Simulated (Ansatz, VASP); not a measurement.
## One calculation of GeOs2, two programs

```
Os Ge
1.0
     0.00000    2.88443    2.88443
     2.88443    0.00000    2.88443
     2.88443    2.88443    0.00000
Os Ge
2 1
Cartesian
  1.4422 1.4422 1.4422
  4.3267 4.3267 4.3267
  0.0000 0.0000 0.0000
```

Alike in both runs: task single point; functional PBEsol; k mesh 10 × 10 × 10; occupations gaussian, width 0.05 eV; no spin polarisation.

|  | VASP | Ansatz |
| --- | --- | --- |
| version | VASP 6.6.1 | Ansatz 0.2.0 |
| potentials or method | VASP PAW PBE potentials, release 64 (Os, Ge_d), cutoff 520 eV | scalar-relativistic, plane waves, PAW |
| valence electrons in the cell | 30 | 46 |

```tsv
	VASP	Ansatz	Ansatz less VASP
gap on the k mesh at the Fermi level (eV)	none	none	-
pressure (GPa)	-4.3	-4.9	-0.62
```

VASP's potentials were made for PBE, not for PBEsol. A gap of «none» marks a metal or a gap that the smearing closes. VASP's potentials hold 30 valence electrons a cell and Ansatz's 46, so a difference there can come from the potentials and not from the codes.

Neither program's run includes spin-orbit coupling.
